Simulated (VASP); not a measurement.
# LiH (Fm-3m) in VASP: a series of runs, part 2 of 2

VASP 6.6.1.

## (4) Single point, r2SCAN

This run uses another cell than the first one, of 6.59 Å³/atom, 1.070 times its volume.

File POSCAR:

```
LiH
1.0
    1.8745007314      1.8745007314      0.0000000000
   -1.8745007314      1.8745007314      0.0000000000
    0.0000000000      1.8745007314      1.8745007314
Li H
1 1
Direct
    0.0000000000      0.0000000000      0.0000000000
    0.5000000000      0.5000000000      0.0000000000
```

File INCAR.step1:

```
SYSTEM = LiH
PREC     = Accurate       ! precision mode
ENCUT    = 520            ! plane-wave cutoff, eV
ISMEAR   = 0              ! smearing method
SIGMA    = 0.01           ! smearing width, eV
LREAL    = .False.        ! projectors in reciprocal space
LASPH    = .True.         ! aspherical terms in the spheres
NELM     = 80             ! most SCF steps
NBANDS   = 9              ! bands
GGA      = PE             ! functional
ALGO     = Normal         ! electronic algorithm
EDIFF    = 1E-4           ! SCF threshold, eV
LWAVE    = .True.         ! write WAVECAR
LCHARG   = .False.        ! write CHGCAR
```

File INCAR.step2:

```
SYSTEM = LiH
PREC     = Accurate       ! precision mode
ENCUT    = 520            ! plane-wave cutoff, eV
EDIFF    = 1E-7           ! SCF threshold, eV
ISMEAR   = 0              ! smearing method
SIGMA    = 0.01           ! smearing width, eV
LREAL    = .False.        ! projectors in reciprocal space
LASPH    = .True.         ! aspherical terms in the spheres
NELM     = 80             ! most SCF steps
ALGO     = Normal         ! electronic algorithm
ISIF     = 2              ! what is computed and relaxed
LWAVE    = .False.        ! write WAVECAR
LCHARG   = .False.        ! write CHGCAR
METAGGA  = R2SCAN         ! meta-GGA
LMIXTAU  = .True.       
NBANDS   = 9              ! bands
ISTART   = 1
```

File KPOINTS:

```
Automatic mesh
0
Gamma
  10 10 10
  0 0 0
```

Started as:

```sh
cat potpaw_PBE.64/Li_sv/POTCAR potpaw_PBE.64/H/POTCAR > POTCAR
cp INCAR.step1 INCAR
mpirun -np 1 vasp_std > vasp.out
cp INCAR.step2 INCAR
mpirun -np 1 vasp_std > vasp.out
```

It took 68 s on 1 thread of AMD EPYC 7R13, shared host; peak memory 0.09 GiB.

The run converged. Its results:

| Item | Value |
| --- | --- |
| Free energy | -6.7415 eV |
| Band gap on the k mesh | 3.43 eV, direct |

Levels at points of the mesh, in eV from the valence-band top:
| k point | band 1 | band 2 | band 3 | band 4 | band 5 | band 6 |
| --- | --- | --- | --- | --- | --- | --- |
| (0.00, 0.00, 0.00) | -45.54 | -6.27 | 20.49 | 21.66 | 21.66 | 21.66 |
| (0.50, 0.00, 0.00) | -45.45 | -3.27 | 6.17 | 16.88 | 20.19 | 20.19 |
| (0.50, 0.50, 0.00) | -45.42 | 0.00 | 3.43 | 12.83 | 12.83 | 16.41 |

Caveat: the cutoff is under 1.25 times the usual one of these potentials, so pressure, stress and relaxed cells hold a basis-set (Pulay) error; the PAW data sets were made with another functional, which shifts forces and pressure a little. r2SCAN opens gaps a little over a GGA but as a rule still falls short of measured ones.

## (5) Single point, r2SCAN

This run uses another cell than the first one, of 6.91 Å³/atom, 1.123 times its volume.

File POSCAR:

```
LiH
1.0
    1.9049640572      1.9049640572      0.0000000000
   -1.9049640572      1.9049640572      0.0000000000
    0.0000000000      1.9049640572      1.9049640572
Li H
1 1
Direct
    0.0000000000      0.0000000000      0.0000000000
    0.5000000000      0.5000000000      0.0000000000
```

File INCAR.step1:

```
SYSTEM = LiH
PREC = Accurate
ENCUT = 520
ISMEAR = 0
SIGMA = 0.01
LREAL = .False.
LASPH = .True.
NELM = 100
NBANDS = 9
GGA = PE
ALGO = Normal
EDIFF = 1E-4
LWAVE = .True.
LCHARG = .False.
```

File INCAR.step2:

```
SYSTEM = LiH
PREC = Accurate
ENCUT = 520
EDIFF = 1E-6
ISMEAR = 0
SIGMA = 0.01
LREAL = .False.
LASPH = .True.
NELM = 100
ALGO = Normal
ISIF = 2
LWAVE = .False.
LCHARG = .False.
METAGGA = R2SCAN
LMIXTAU = .True.
NBANDS = 9
ISTART = 1
```

File KPOINTS:

```
regular mesh
0
Gamma
  10 10 10
  0 0 0
```

Started as:

```sh
cat potpaw_PBE.64/Li_sv/POTCAR potpaw_PBE.64/H/POTCAR > POTCAR
cp INCAR.step1 INCAR
mpirun -np 1 vasp_std > vasp.out
cp INCAR.step2 INCAR
mpirun -np 1 vasp_std > vasp.out
```

Wall time 74 s (1 thread of AMD EPYC 7R13, shared host); peak memory 0.09 GiB.

The run converged. Its results:

| Property | Result |
| --- | --- |
| Free energy | -6.7745 eV |
| Band gap on the k mesh | 3.48 eV, direct |

Levels at points of the mesh, in eV from the valence-band top:
```csv
k point,band 1,band 2,band 3,band 4,band 5,band 6
"(0.00, 0.00, 0.00)",-45.54,-6.08,19.74,21.07,21.07,21.07
"(0.50, 0.00, 0.00)",-45.46,-3.10,6.01,16.39,19.66,19.66
"(0.50, 0.50, 0.00)",-45.43,0.00,3.48,12.55,12.55,16.08
```

Caveat: the cutoff is under 1.25 times the usual one of these potentials, so pressure, stress and relaxed cells hold a basis-set (Pulay) error; the PAW data sets were made with another functional, which shifts forces and pressure a little.

## (6) Single point, r2SCAN

This run uses another cell than the first one, of 6.91 Å³/atom, 1.123 times its volume.

POSCAR is that of step 5.

File INCAR.step1:

```
  PREC = Accurate
  ENCUT = 520
  ISMEAR = 0
  SIGMA = 0.01
  LREAL = F
  LASPH = T
  NELM = 100
  NBANDS = 9
  GGA = PE
  ALGO = Normal
  EDIFF = 1E-4
  LWAVE = T
  LCHARG = F
```

File INCAR.step2:

```
  PREC = Accurate
  ENCUT = 520
  EDIFF = 1E-6
  ISMEAR = 0
  SIGMA = 0.01
  LREAL = F
  LASPH = T
  NELM = 100
  ALGO = Normal
  ISIF = 2
  LWAVE = F
  LCHARG = T
  METAGGA = R2SCAN
  LMIXTAU = T
  LELF = T
  LVHAR = T
  NBANDS = 9
  ISTART = 1
```

File KPOINTS:

```
Automatic mesh
0
Gamma
  10 10 10
```

Potentials or basis: VASP PAW PBE potentials, release 64 (Li_sv, H).

Started as:

```sh
cat potpaw_PBE.64/Li_sv/POTCAR potpaw_PBE.64/H/POTCAR > POTCAR
cp INCAR.step1 INCAR
mpirun -np 1 vasp_std > vasp.out
cp INCAR.step2 INCAR
mpirun -np 1 vasp_std > vasp.out
```

OUTCAR:

```text
PREC = Accurate
   ENCUT = 520
   EDIFF = 1E-6
   ISMEAR = 0
   LREAL = F
   LASPH = T
   NELM = 100
   ISIF = 2
   METAGGA = R2SCAN
   ISTART = 1

 ion  position               nearest neighbor table
   1  0.000  0.000  0.000-
   2  0.500  0.500  0.000-

  LATTYP: Found a face centered cubic cell.
 ALAT       =     3.8099281144

  Lattice vectors:

 A1 = (   0.0000000000,   1.9049640572,   1.9049640572)
 A2 = (   1.9049640572,   0.0000000000,   1.9049640572)
 A3 = (   1.9049640572,   1.9049640572,   0.0000000000)

Analysis of symmetry for initial positions (statically):
=====================================================================
 Subroutine PRICEL returns:
 Original cell was already a primitive cell.

 Routine SETGRP: Setting up the symmetry group for a
 face centered cubic supercell.

 Subroutine GETGRP returns: Found 48 space group operations
 (whereof 48 operations were pure point group operations)
 out of a pool of 48 trial point group operations.

The static configuration has the point symmetry O_h .

Analysis of symmetry for dynamics (positions and initial velocities):
=====================================================================
 Subroutine PRICEL returns:
 Original cell was already a primitive cell.

 Routine SETGRP: Setting up the symmetry group for a
 face centered cubic supercell.

 Subroutine GETGRP returns: Found 48 space group operations
 (whereof 48 operations were pure point group operations)
 out of a pool of 48 trial point group operations.

The dynamic configuration has the point symmetry O_h .

 Subroutine INISYM returns: Found 48 space group operations
 (whereof 48 operations are pure point group operations),
 and found     1 'primitive' translations

----------------------------------------------------------------------------------------

                                     Primitive cell

  volume of cell :      13.8258

[... 105 lines left out ...]
   IALGO  =     38    algorithm
   IMIX   =      4    mixing-type and parameters
     AMIX     =   0.40;   BMIX     =  1.00
     AMIX_MAG =   1.60;   BMIX_MAG =  1.00
  volume/ion in A,a.u.               =       6.91        46.65
  Fermi-wavevector in a.u.,A,eV,Ry     =   1.082758  2.046116 15.950991  1.172365
  Thomas-Fermi vector in A             =   2.218807
   LORBIT       =      0    0 simple, 1 ext, 2 COOP (PROOUT), +10 PAW based schemes
   METAGGA = R2SCAN    functional components
   LHFCALC =     F    Hartree Fock is set to
   AEXX    =    0.0000 exact exchange contribution
   IVDW    =     0    specifies the selected vdW correction
   LEPSILON=     F    determine dielectric tensor
   LRPA    =     F    only Hartree local field effects (RPA)
 non-spin polarized calculation
 Gauss-broadening in eV      SIGMA  =   0.01
  energy-cutoff  :      520.00
  volume of cell :       13.83
 maximum number of plane-waves:       388
   NGX =  9   NGY =  9   NGZ =  9

 number of electron       3.9999991 magnetization

 Free energy of the ion-electron system (eV)
  ---------------------------------------------------
  ext. energy  EPLUGINS =         0.00000000
  ---------------------------------------------------
  free energy    TOTEN  =        -6.77449181 eV

  energy without entropy =       -6.77449181  energy(sigma->0) =       -6.77449181

 E-fermi :   0.5974     XC(G=0):  -9.3662

 val. band max:        0.5500687435   @ k =   0.5000   0.5000   0.0000
 cond. band min:       4.0263078736   @ k =   0.5000   0.5000   0.0000
 fundamental gap:      3.4762391302
 Fermi energy:         0.5974308680

 k-point     1 :       0.0000    0.0000    0.0000
  band No.  band energies     occupation
      1     -44.9874      2.00000
      2      -5.5261      2.00000
      3      20.2891      0.00000
      4      21.6193      0.00000
      5      21.6196      0.00000
      6      21.6199      0.00000
      7      26.3859      0.00000
      8      26.3867      0.00000
      9      26.3876      0.00000
[... 265 lines left out ...]
 k-point    24 :       0.4000    0.3000    0.0000
  band No.  band energies     occupation
      1     -44.8893      2.00000
      2      -0.6767      2.00000
      3       6.0863      0.00000
      4       9.5697      0.00000
      5      15.1213      0.00000
      6      19.9905      0.00000
      7      27.3747      0.00000
      8      31.5766      0.00000
      9      35.3309      0.00000

 [... further k-points ...]
[... 5 lines left out ...]
  --------------------------------------------------------------------------------------
  -------------------------------------------------------------------------------------
  Total        0.5093566      0.5093566      0.5093566     -0.0000000     -0.0000000      0.0000000
  in kB       59.0258340     59.0258340     59.0258340     -0.0000000     -0.0000000      0.0000000
  external PRESSURE =      59.0258340 kB  Pullay stress =       0.0000000 kB

 VOLUME and BASIS-vectors are now :
 -----------------------------------------------------------------------------
  energy-cutoff  :      520.00
  volume of cell :       13.83
      direct lattice vectors                 reciprocal lattice vectors
     1.904964057  1.904964057  0.000000000     0.262472144  0.262472144 -0.262472144
    -1.904964057  1.904964057  0.000000000    -0.262472144  0.262472144 -0.262472144
     0.000000000  1.904964057  1.904964057     0.000000000  0.000000000  0.524944288

 POSITION                                       TOTAL-FORCE (eV/Angst)
 -----------------------------------------------------------------------------------
      0.00000      0.00000      0.00000         0.000000     -0.000000      0.000000
      0.00000      1.90496      0.00000        -0.000000      0.000000      0.000000
 -----------------------------------------------------------------------------------
    total drift:                               -0.000000     -0.000000     -0.000000

  FREE ENERGIE OF THE ION-ELECTRON SYSTEM (eV)
  ---------------------------------------------------
  free  energy   TOTEN  =        -6.7744918096 eV

  energy  without entropy=       -6.7744918096  energy(sigma->0) =       -6.77449181
```

OUTCAR.step1:

```text
PREC = Accurate
   ENCUT = 520
   ISMEAR = 0
   LREAL = F
   LASPH = T
[... 508 lines left out ...]
 -----------------------------------------------------------------------------------
      0.00000      0.00000      0.00000         0.000000      0.000000      0.000000
      0.00000      1.90496      0.00000        -0.000000     -0.000000      0.000000
 -----------------------------------------------------------------------------------
    total drift:                               -0.000000      0.000000     -0.000000

  FREE ENERGIE OF THE ION-ELECTRON SYSTEM (eV)
  ---------------------------------------------------
  free  energy   TOTEN  =        -6.0823303517 eV

  energy  without entropy=       -6.0823303517  energy(sigma->0) =       -6.08233035
```

Run time: 70 s. Hardware: 1 thread of AMD EPYC 7R13, shared host; peak memory 0.09 GiB.

What came out:

```yaml
Free_energy: -6.7745 eV
Band_gap_on_the_k_mesh: 3.48 eV, direct
```

Caveat: the cutoff is under 1.25 times the usual one of these potentials, so pressure, stress and relaxed cells hold a basis-set (Pulay) error; the PAW data sets were made with another functional, which shifts forces and pressure a little.

## (7) The runs side by side

```csv
cell,gap on the mesh (eV)
"a = 2.592 Å, angles 60.0, 60.0, 90.0°, 2 atoms",3.36
"a = 2.651 Å, angles 60.0, 60.0, 90.0°, 2 atoms",3.43
"a = 2.694 Å, angles 60.0, 60.0, 90.0°, 2 atoms",3.48
```

Alike in all rows: task single point; level r2SCAN; potentials or basis VASP PAW PBE potentials, release 64 (Li_sv, H); no spin polarisation; k mesh 10 × 10 × 10; cutoff (eV) 520; smearing gaussian 0.01 eV.

Caveats: the cutoff is under 1.25 times the usual one of these potentials, so pressure, stress and relaxed cells hold a basis-set (Pulay) error; the PAW data sets were made with another functional, which shifts forces and pressure a little.

Total energies depend on the potentials used, so only differences within one code and one set of settings carry meaning.
